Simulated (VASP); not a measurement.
Input of a VASP 6.6.1 run:

INCAR

```
SYSTEM = Ti
  ALGO = Normal
  EDIFF = 1E-6
  ENCUT = 520
  GGA = PE
  ISIF = 2
  ISMEAR = -1
  LASPH = .True.
  LCHARG = .False.
  LREAL = .False.
  LWAVE = .False.
  NBANDS = 12
  NELM = 100
  PREC = Accurate
  SIGMA = 0.06122561905347299
```

Contents of KPOINTS:

```
k-points
0
Gamma
  16 16 16
  0 0 0
```

Contents of POSCAR:

```
Ti
1.0
    0.0000000000      2.0565655567      2.0565655567
    2.0565655567      0.0000000000      2.0565655567
    2.0565655567      2.0565655567      0.0000000000
Ti
1
Direct
    0.0000000000      0.0000000000      0.0000000000
```

Potentials or basis: VASP PAW PBE potentials, release 64 (Ti_sv).

The run is started by

```bash
$ cat potpaw_PBE.64/Ti_sv/POTCAR > POTCAR
$ mpirun -np 1 vasp_std > vasp.out
```

Task: Predict the pressure.

Result: -0.3 GPa.

Task: Estimate the band gap on the k mesh.

Result: Zero (bands 6 and 7 overlap by 1.25 eV).
